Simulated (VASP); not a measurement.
**ZnPtC6N6: single point with PBE**

ZnPtC6N6:

```xyz
14
Lattice="0.0000 5.2552 5.2552 5.2552 0.0000 5.2552 5.2552 5.2552 0.0000" Properties=species:S:1:pos:R:3 pbc="T T T"
Zn    5.2552    5.2552    5.2552
Pt    0.0000    0.0000    0.0000
C     5.2552    5.2552    2.0001
C     5.2552    5.2552    8.5103
C     2.0001    5.2552    5.2552
C     8.5103    5.2552    5.2552
C     5.2552    2.0001    5.2552
C     5.2552    8.5103    5.2552
N     5.2552    5.2552    3.1558
N     5.2552    5.2552    7.3546
N     3.1558    5.2552    5.2552
N     7.3546    5.2552    5.2552
N     5.2552    3.1558    5.2552
N     5.2552    7.3546    5.2552
```

- Program: VASP 6.6.1
- Task: single point
- Functional: PBE
- Potentials or basis: VASP PAW PBE potentials, release 64 (Zn, Pt_sv_GW, C, N)
- Cutoff: 700 eV
- k mesh: 6 × 6 × 6
- Occupations: fermi-dirac, width 0.05 eV
- Spin: no spin polarisation

- Pressure: 2.7 GPa
- Largest force: 0.448 eV/Å
- Band gap on the k mesh: 5.00 eV (least direct gap 5.16 eV)

Forces in eV/Å, atoms in the order of the input:
```
Zn   0.000  0.000  0.000
Pt   0.000  0.000  0.000
C    0.000  0.000 -0.448
C    0.000  0.000  0.448
C   -0.448  0.000  0.000
C    0.448  0.000  0.000
C    0.000 -0.448  0.000
C    0.000  0.448  0.000
N    0.000  0.000  0.410
N    0.000  0.000 -0.410
N    0.410  0.000  0.000
N   -0.410  0.000  0.000
N    0.000  0.410  0.000
N    0.000 -0.410  0.000
```

Levels at points of the mesh, in eV from the valence-band top:
| k point | band 38 | band 39 | band 40 | band 41 | band 42 | band 43 | band 44 | band 45 | band 46 | band 47 |
| --- | --- | --- | --- | --- | --- | --- | --- | --- | --- | --- |
| (0.00, 0.00, 0.00) | -1.03 | -1.03 | -1.03 | -0.43 | -0.43 | 5.31 | 5.31 | 6.13 | 6.13 | 6.13 |
| (0.50, 0.00, 0.00) | -0.88 | -0.86 | -0.86 | 0.00 | 0.00 | 5.17 | 5.17 | 5.84 | 6.18 | 6.18 |
| (0.50, 0.50, 0.00) | -1.00 | -0.62 | -0.62 | -0.43 | -0.30 | 5.00 | 5.35 | 6.00 | 6.36 | 6.39 |

It took 17 min on 1 thread of Intel(R) Xeon(R) Platinum 8259CL CPU @ 2.50GHz (Skylake/Cascade Lake), with other jobs on the host, peak memory 0.82 GiB.

Caveat: spin-orbit coupling is left out, which moves the levels of the heavy elements. A k mesh can miss the band edges.
